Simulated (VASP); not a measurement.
# Si12ClO23 (a cell with a defect) in VASP: a series of runs

Si12ClO23 (a cell with a defect) is run at these levels: PBE; tasks: single point.

Everything below comes from runs of VASP 6.6.1. Logs are shortened: lines on timing, memory, paths and dates and some standing lists are left out, and cuts for length are marked.

**1. The cell of the first run**

The cell holds a defect, 36 atoms: a = 8.780 Å, b = 8.780 Å, c = 8.558 Å, α = 90.00°, β = 90.00°, γ = 120.00°.

**2. Single point, PBE**

Contents of INCAR:

```
PREC = Accurate ; ENCUT = 520
EDIFF = 1E-7 ; ISMEAR = -1
SIGMA = 0.01 ; LREAL = Auto
LASPH = T ; NELM = 100
ALGO = Normal ; ISIF = 2
LWAVE = F ; LCHARG = T
GGA = PE ; LELF = T
LVHAR = T ; NELECT = 192.0
NBANDS = 120 ; LUSENCCL = F
```

Contents of KPOINTS:

```
regular mesh
0
Gamma
  3 3 2
```

Contents of POSCAR:

```
Si12ClO23
1.0
    7.6036108327      4.3899467611      0.0000000000
   -7.6036108327      4.3899467611      0.0000000000
    0.0000000000      0.0000000000      8.5584885400
Si O Cl
12 23 1
Direct
    0.3333333333      0.0000000000      1.0093524962
    0.6666666667      0.6666666667      0.9242819429
    0.0000000000      0.3333333333      0.9459286743
    0.3333333333      0.0000000000      0.4906475038
    0.6666666667      0.6666666667      0.5540713257
    0.0000000000      0.3333333333      0.5757180571
    0.3310983032      0.3481078302      0.0689409253
    0.6836761937      0.0022350302      0.0689409253
   -0.0147744969      0.6496571396      0.0689409253
    0.3355683635      0.3503428604      0.4310590747
    0.6814411635     -0.0022350302      0.4310590747
   -0.0170095270      0.6518921698      0.4310590747
    0.1323815650      0.2654005162      0.0041995234
    0.4736904768      0.9421660721      0.0509414338
    0.8082667342      0.6107723037     -0.0200077976
    0.2754994055      0.1403571435      0.4490585662
    0.5987338496      0.7990482316      0.4958004766
    0.9441056370      0.4749334009      0.5200077976
    0.1929761899      0.8018089287      0.4490585662
    0.5342851017      0.4663522846      0.4958004766
    0.8583999325      0.1358389029      0.5200077976
    0.3911672612      0.1981910713      0.0509414338
    0.7225610296      0.8641610971     -0.0200077976
    0.0679328171      0.5336477154      0.0041995234
    0.1974944305      0.3892276963      0.5200077976
    0.5315244046      0.0578339279      0.4490585662
    0.8669810487      0.7345994838      0.4958004766
    0.6666666667      0.6666666667      0.7390745646
    0.0000000000      0.3333333333      0.7609254354
    0.3333333333      0.3953197154      0.2500000000
    0.7286530487      0.0000000000      0.2500000000
   -0.0619863821      0.6046802846      0.2500000000
    0.1351422620      0.8596428565      0.0509414338
    0.4691722362      0.5250665991     -0.0200077976
    0.7996856179      0.2009517684      0.0041995234
    0.3333333333      0.0000000000      0.7500000000
```

Potentials or basis: VASP PAW PBE potentials, release 64 (Si, O, Cl).

The run is started by

```console
$ cat potpaw_PBE.64/Si/POTCAR potpaw_PBE.64/O/POTCAR potpaw_PBE.64/Cl/POTCAR > POTCAR
$ mpirun -np 1 vasp_std > vasp.out
```

OUTCAR:

```text
PREC = Accurate
   ENCUT = 520
   EDIFF = 1E-7
   ISMEAR = -1
   LREAL = Auto
   LASPH = T
   NELM = 100
   ISIF = 2
   GGA = PE
   NELECT = 192.0

 ion  position               nearest neighbor table
   1  0.333  0.000  0.009-  22 1.59  33 1.59  14 1.59  36 2.22   7 3.11   8 3.11   9 3.11
   2  0.667  0.667  0.924-  28 1.59  23 1.62  15 1.62  34 1.62   9 3.13   8 3.13   7 3.13
   3  0.000  0.333  0.946-  29 1.58  35 1.63  13 1.63  24 1.63   8 3.03   9 3.03   7 3.03
   4  0.333  0.000  0.491-  26 1.59  19 1.59  16 1.59  36 2.22  12 3.11  11 3.11  10 3.11
   5  0.667  0.667  0.554-  28 1.58  17 1.63  27 1.63  20 1.63  11 3.03  12 3.03  10 3.03
   6  0.000  0.333  0.576-  29 1.59  21 1.62  25 1.62  18 1.62  10 3.13  12 3.13  11 3.13
   7  0.331  0.348  0.069-  30 1.60  34 1.61  13 1.62  22 1.65   3 3.03  10 3.10   1 3.11   2 3.13

   8  0.684  0.002  0.069-  31 1.60  23 1.61  35 1.62  14 1.65   3 3.03  11 3.10   1 3.11   2 3.13

   9  0.985  0.650  0.069-  32 1.60  15 1.61  24 1.62  33 1.65   3 3.03  12 3.10   1 3.11   2 3.13

  10  0.336  0.350  0.431-  30 1.60  25 1.61  20 1.62  16 1.65   5 3.03   7 3.10   4 3.11   6 3.13

  11  0.681  0.998  0.431-  31 1.60  21 1.61  17 1.62  26 1.65   5 3.03   8 3.10   4 3.11   6 3.13

  12  0.983  0.652  0.431-  32 1.60  18 1.61  27 1.62  19 1.65   5 3.03   9 3.10   4 3.11   6 3.13

  13  0.132  0.265  0.004-   7 1.62   3 1.63
  14  0.474  0.942  0.051-   1 1.59   8 1.65
  15  0.808  0.611  0.980-   9 1.61   2 1.62
  16  0.275  0.140  0.449-   4 1.59  10 1.65
  17  0.599  0.799  0.496-  11 1.62   5 1.63
  18  0.944  0.475  0.520-  12 1.61   6 1.62
[... 16 lines left out ...]
  35  0.800  0.201  0.004-   8 1.62   3 1.63
  36  0.333  0.000  0.750-   1 2.22   4 2.22

  LATTYP: Found a hexagonal cell.
 ALAT       =     8.7798935222
 C/A-ratio  =     0.9747827258

  Lattice vectors:

 A1 = (   7.6036108327,   4.3899467611,   0.0000000000)
 A2 = (  -7.6036108327,   4.3899467611,   0.0000000000)
 A3 = (   0.0000000000,   0.0000000000,   8.5584885400)

Analysis of symmetry for initial positions (statically):
=====================================================================
 Subroutine PRICEL returns:
 Original cell was already a primitive cell.

 Routine SETGRP: Setting up the symmetry group for a
 hexagonal supercell.

 Subroutine GETGRP returns: Found  6 space group operations
 (whereof  1 operations were pure point group operations)
 out of a pool of 24 trial point group operations.

The static configuration has the point symmetry C_1 .
 The point group associated with its full space group is D_3 .

Analysis of symmetry for dynamics (positions and initial velocities):
=====================================================================
 Subroutine PRICEL returns:
 Original cell was already a primitive cell.

 Routine SETGRP: Setting up the symmetry group for a
 hexagonal supercell.

 Subroutine GETGRP returns: Found  6 space group operations
 (whereof  1 operations were pure point group operations)
 out of a pool of 24 trial point group operations.

The dynamic configuration has the point symmetry C_1 .
 The point group associated with its full space group is D_3 .

 Subroutine INISYM returns: Found  6 space group operations
 (whereof  1 operations are pure point group operations),
 and found     1 'primitive' translations

----------------------------------------------------------------------------------------

                                     Primitive cell

  volume of cell :     571.3552

  direct lattice vectors                    reciprocal lattice vectors
     7.603610833  4.389946761  0.000000000     0.065758231  0.113896598 -0.000000000
    -7.603610833  4.389946761  0.000000000    -0.065758231  0.113896598  0.000000000
     0.000000000  0.000000000  8.558488540     0.000000000 -0.000000000  0.116843061

  length of vectors
     8.779893522  8.779893522  8.558488540     0.131516463  0.131516463  0.116843061

  position of ions in fractional coordinates (direct lattice)
     0.333333333  0.000000000  0.009352496
     0.666666667  0.666666667  0.924281943
     0.000000000  0.333333333  0.945928674
     0.333333333  0.000000000  0.490647504
     0.666666667  0.666666667  0.554071326
     0.000000000  0.333333333  0.575718057
[... 28 lines left out ...]
     0.799685618  0.200951768  0.004199523
     0.333333333  0.000000000  0.750000000

  ion indices of the primitive-cell ions
   primitive index   ion index
                 1           1
                 2           2
                 3           3
                 4           4
                 5           5
                 6           6
[... 28 lines left out ...]
                35          35
                36          36

----------------------------------------------------------------------------------------

 KPOINTS: regular mesh

Automatic generation of k-mesh.
 Grid dimensions read from file:
 generate k-points for:    3    3    2

[... 69 lines left out ...]
   GGA     = PE    functional components
   LHFCALC =     F    Hartree Fock is set to
   AEXX    =    0.0000 exact exchange contribution
   IVDW    =     0    specifies the selected vdW correction
   LEPSILON=     F    determine dielectric tensor
   LRPA    =     F    only Hartree local field effects (RPA)
 non-spin polarized calculation
  energy-cutoff  :      520.00
  volume of cell :      571.36
 maximum number of plane-waves:     15414
 NGX is ok and might be reduce to    70
   NGX = 33   NGY = 33   NGZ = 31

 number of electron     192.0000063 magnetization

 Free energy of the ion-electron system (eV)
  ---------------------------------------------------
  ext. energy  EPLUGINS =         0.00000000
  ---------------------------------------------------
  free energy    TOTEN  =      -279.54251927 eV

  energy without entropy =     -279.54251927  energy(sigma->0) =     -279.54251927

 E-fermi :   0.0614     XC(G=0):  -7.9557

 val. band max:       -0.1957125229   @ k =   0.3333   0.3333   0.0000
 cond. band min:       3.9244092050   @ k =   0.0000   0.0000   0.0000
 fundamental gap:      4.1201217279
 Fermi energy:         0.0614041946

 k-point     1 :       0.0000    0.0000    0.0000
  band No.  band energies     occupation
      1     -19.8394      2.00000
      2     -19.5807      2.00000
      3     -19.2270      2.00000
      4     -19.2270      2.00000
      5     -19.1098      2.00000
      6     -18.9542      2.00000
[... 100 lines left out ...]
    107       8.3416      0.00000
    108       8.6584      0.00000

 k-point     2 :       0.3333    0.0000    0.0000
  band No.  band energies     occupation
      1     -19.7638      2.00000
      2     -19.5335      2.00000
      3     -19.4518      2.00000
      4     -19.3329      2.00000
      5     -19.0502      2.00000
      6     -18.9148      2.00000
[... 100 lines left out ...]
    107       8.5610      0.00000
    108       8.7117      0.00000

 k-point     3 :       0.3333    0.3333    0.0000
  band No.  band energies     occupation
      1     -19.7015      2.00000
      2     -19.5051      2.00000
      3     -19.4691      2.00000
      4     -19.4691      2.00000
      5     -19.0398      2.00000
      6     -19.0397      2.00000
[... 100 lines left out ...]
    107       8.6561      0.00000
    108       8.6561      0.00000

 k-point     4 :       0.0000    0.0000    0.5000
  band No.  band energies     occupation
      1     -19.7834      2.00000
      2     -19.6475      2.00000
      3     -19.2249      2.00000
      4     -19.2249      2.00000
      5     -19.0749      2.00000
      6     -18.9527      2.00000
[... 100 lines left out ...]
    107       8.5352      0.00000
    108       8.6245      0.00000

 k-point     5 :       0.3333    0.0000    0.5000
  band No.  band energies     occupation
      1     -19.7243      2.00000
      2     -19.5785      2.00000
      3     -19.3692      2.00000
      4     -19.2804      2.00000
      5     -19.2375      2.00000
      6     -19.0980      2.00000
[... 100 lines left out ...]
    107       8.5141      0.00000
    108       8.6035      0.00000

 k-point     6 :       0.3333    0.3333    0.5000
  band No.  band energies     occupation
      1     -19.6842      2.00000
      2     -19.5279      2.00000
      3     -19.3753      2.00000
      4     -19.3753      2.00000
      5     -19.2385      2.00000
      6     -19.2385      2.00000
[... 100 lines left out ...]
    107       8.5393      0.00000
    108       8.7913      0.00000
 [bands above 108 left out]

------------------------ aborting loop because EDIFF is reached ----------------------------------------

  FORCE on cell =-STRESS in cart. coord.  units (eV):
  Direction    XX          YY          ZZ          XY          YZ          ZX
  --------------------------------------------------------------------------------------
  -------------------------------------------------------------------------------------
  Total       -3.1617395     -3.1617395     17.0313869      0.0000000      0.0000000      0.0000000
  in kB       -8.8660560     -8.8660560     47.7589086      0.0000000      0.0000000      0.0000000
  external PRESSURE =      10.0089322 kB  Pullay stress =       0.0000000 kB

 VOLUME and BASIS-vectors are now :
 -----------------------------------------------------------------------------
  energy-cutoff  :      520.00
  volume of cell :      571.36
      direct lattice vectors                 reciprocal lattice vectors
     7.603610833  4.389946761  0.000000000     0.065758231  0.113896598 -0.000000000
    -7.603610833  4.389946761  0.000000000    -0.065758231  0.113896598  0.000000000
     0.000000000  0.000000000  8.558488540     0.000000000 -0.000000000  0.116843061

 POSITION                                       TOTAL-FORCE (eV/Angst)
 -----------------------------------------------------------------------------------
      2.53454      1.46332      0.08004         0.000000     -0.000000     -0.038912
      0.00000      5.85326      7.91046         0.000000     -0.000000     -0.014259
     -2.53454      1.46332      8.09572         0.000000     -0.000000     -0.017553
      2.53454      1.46332      4.19920         0.000000     -0.000000      0.038912
      0.00000      5.85326      4.74201        -0.000000     -0.000000      0.017553
     -2.53454      1.46332      4.92728         0.000000     -0.000000      0.014259
[... 28 lines left out ...]
      4.55254      4.39274      0.03594        -0.000684      0.008514     -0.006439
      2.53454      1.46332      6.41887         0.000000     -0.000000      0.000000
 -----------------------------------------------------------------------------------
    total drift:                                0.000014      0.000009      0.000000

  FREE ENERGIE OF THE ION-ELECTRON SYSTEM (eV)
  ---------------------------------------------------
  free  energy   TOTEN  =      -279.5425192740 eV

  energy  without entropy=     -279.5425192740  energy(sigma->0) =     -279.54251927
```

It took 3.2 min on 1 × NVIDIA H100 80GB with 1 thread of AMD EPYC 7R13 (Zen 3), shared host; peak memory 1.7 GiB.

What came out:

* Free energy: -279.5425 eV
* Largest force: 0.042 eV/Å

Forces on the atoms (eV/Å):
```
Si   0.000  0.000 -0.039
Si   0.000  0.000 -0.014
Si   0.000  0.000 -0.018
Si   0.000  0.000  0.039
Si   0.000  0.000  0.018
Si   0.000  0.000  0.014
Si   0.020  0.012  0.000
Si   0.000 -0.023  0.000
Si  -0.020  0.011  0.000
Si   0.000 -0.023  0.000
Si  -0.020  0.012  0.000
Si   0.020  0.011  0.000
O   -0.007 -0.005 -0.006
O    0.032  0.027  0.000
O   -0.010  0.004 -0.005
O   -0.032  0.027  0.000
O    0.007 -0.005  0.006
O    0.010  0.004  0.005
O   -0.007 -0.042  0.000
O    0.001  0.009  0.006
O   -0.009  0.007  0.005
O   -0.040  0.014  0.000
O    0.001 -0.011 -0.005
O    0.008 -0.004 -0.006
O   -0.001 -0.011  0.005
O    0.040  0.014  0.000
O   -0.008 -0.004  0.006
O    0.000  0.000  0.000
O    0.000  0.000  0.000
O    0.007 -0.004  0.000
O   -0.007 -0.004  0.000
O    0.000  0.008  0.000
O    0.007 -0.042  0.000
O    0.009  0.007 -0.005
O   -0.001  0.009 -0.006
Cl   0.000  0.000  0.000
```

Caveat: the cell carries a net charge on a neutralising background, which shifts energy and pressure; the cell is charged against a uniform background, so pressure and absolute levels hang on convention.

**3. Single point, PBE**

Contents of INCAR:

```
SYSTEM = Si12ClO23
PREC = Accurate
ENCUT = 520
EDIFF = 1E-6
ISMEAR = -1
SIGMA = 0.01
LREAL = Auto
LASPH = .TRUE.
NELM = 100
ALGO = Normal
ISIF = 2
LWAVE = .FALSE.
LCHARG = .FALSE.
GGA = PE
NBANDS = 120
NELECT = 192.0
LUSENCCL = .FALSE.
```

Contents of KPOINTS:

```
Automatic mesh
0
G
  3 3 2
  0 0 0
```

Contents of POSCAR:

```
Si12ClO23
1.0
    7.6036108327      4.3899467611      0.0000000000
   -7.6036108327      4.3899467611      0.0000000000
    0.0000000000      0.0000000000      8.5584885400
Si O Cl
12 23 1
Direct
    0.3333333333      0.0000000000      0.9371258000
    0.6666666667      0.6666666667      0.9371258000
    0.0000000000      0.3333333333      0.9371258000
    0.3333333333      0.0000000000      0.5628742000
    0.6666666667      0.6666666667      0.5628742000
    0.0000000000      0.3333333333      0.5628742000
    0.3333333333      0.3333333333      0.0628742000
    0.6666666667      0.0000000000      0.0628742000
    0.0000000000      0.6666666667      0.0628742000
    0.3333333333      0.3333333333      0.4371258000
    0.6666666667      0.0000000000      0.4371258000
    0.0000000000      0.6666666667      0.4371258000
    0.1404195817      0.2808391633      0.0000000000
    0.4737529150      0.9475058300      0.0000000000
    0.8070862483      0.6141724967      0.0000000000
    0.2808391633      0.1404195817      0.5000000000
    0.6141724967      0.8070862483      0.5000000000
    0.9475058300      0.4737529150      0.5000000000
    0.1929137517      0.8070862483      0.5000000000
    0.5262470850      0.4737529150      0.5000000000
    0.8595804183      0.1404195817      0.5000000000
    0.3858275033      0.1929137517      0.0000000000
    0.7191608367      0.8595804183      0.0000000000
    0.0524941700      0.5262470850      0.0000000000
    0.1929137517      0.3858275033      0.5000000000
    0.5262470850      0.0524941700      0.5000000000
    0.8595804183      0.7191608367      0.5000000000
    0.6666666667      0.6666666667      0.7500000000
    0.0000000000      0.3333333333      0.7500000000
    0.3333333333      0.3333333333      0.2500000000
    0.6666666667      0.0000000000      0.2500000000
    0.0000000000      0.6666666667      0.2500000000
    0.1404195817      0.8595804183      0.0000000000
    0.4737529150      0.5262470850      0.0000000000
    0.8070862483      0.1929137517      0.0000000000
    0.3333333333      0.0000000000      0.7500000000
```

Potentials or basis: VASP PAW PBE potentials, release 64 (Si, O, Cl).

The run is started by

```console
$ cat potpaw_PBE.64/Si/POTCAR potpaw_PBE.64/O/POTCAR potpaw_PBE.64/Cl/POTCAR > POTCAR
$ mpirun -np 1 vasp_std > vasp.out
```

It took 3 min on 1 × NVIDIA H100 80GB with 1 thread of AMD EPYC 7R13 (Zen 3), shared host; peak memory 1.7 GiB.

It converged, with:

- Free energy: -269.6220 eV
- Largest force: 26.669 eV/Å

Forces in eV/Å, atoms in the order of the input:
```
Si    0.000   0.000  26.669
Si    0.000   0.000   0.017
Si    0.000   0.000  -0.037
Si    0.000   0.000 -26.669
Si    0.000   0.000   0.037
Si    0.000   0.000  -0.017
Si   -1.153   0.405   0.404
Si    0.927   0.796   0.404
Si    0.226  -1.201   0.404
Si   -0.927   0.796  -0.404
Si    1.153   0.405  -0.404
Si   -0.226  -1.201  -0.404
O     0.425  -0.188  -0.026
O    -0.750  -0.705  -0.803
O     0.239  -0.008  -0.009
O     0.750  -0.705   0.803
O    -0.425  -0.188   0.026
O    -0.239  -0.008   0.009
O     0.235   1.002   0.803
O     0.376  -0.274   0.026
O     0.126  -0.203   0.009
O     0.985  -0.297  -0.803
O    -0.113   0.211  -0.009
O    -0.049   0.462  -0.026
O     0.113   0.211   0.009
O    -0.985  -0.297   0.803
O     0.049   0.462   0.026
O     0.000   0.000  -0.016
O     0.000   0.000   0.016
O     0.266  -0.154   0.000
O    -0.266  -0.154   0.000
O     0.000   0.307   0.000
O    -0.235   1.002  -0.803
O    -0.126  -0.203  -0.009
O    -0.376  -0.274  -0.026
Cl    0.000   0.000   0.000
```

Levels at points of the mesh, in eV from the Fermi level:
| k point | band 92 | band 93 | band 94 | band 95 | band 96 | band 97 | band 98 | band 99 | band 100 | band 101 |
| --- | --- | --- | --- | --- | --- | --- | --- | --- | --- | --- |
| (0.00, 0.00, 0.00) | -0.90 | -0.60 | -0.60 | -0.26 | -0.26 | 4.43 | 4.43 | 5.01 | 5.67 | 7.43 |
| (0.00, 0.00, 0.50) | -0.80 | -0.77 | -0.77 | -0.48 | -0.48 | 4.42 | 4.42 | 5.21 | 6.10 | 6.26 |

Caveat: the cell carries a net charge on a neutralising background, which shifts energy and pressure; the cell is charged against a uniform background, so pressure and absolute levels hang on convention.
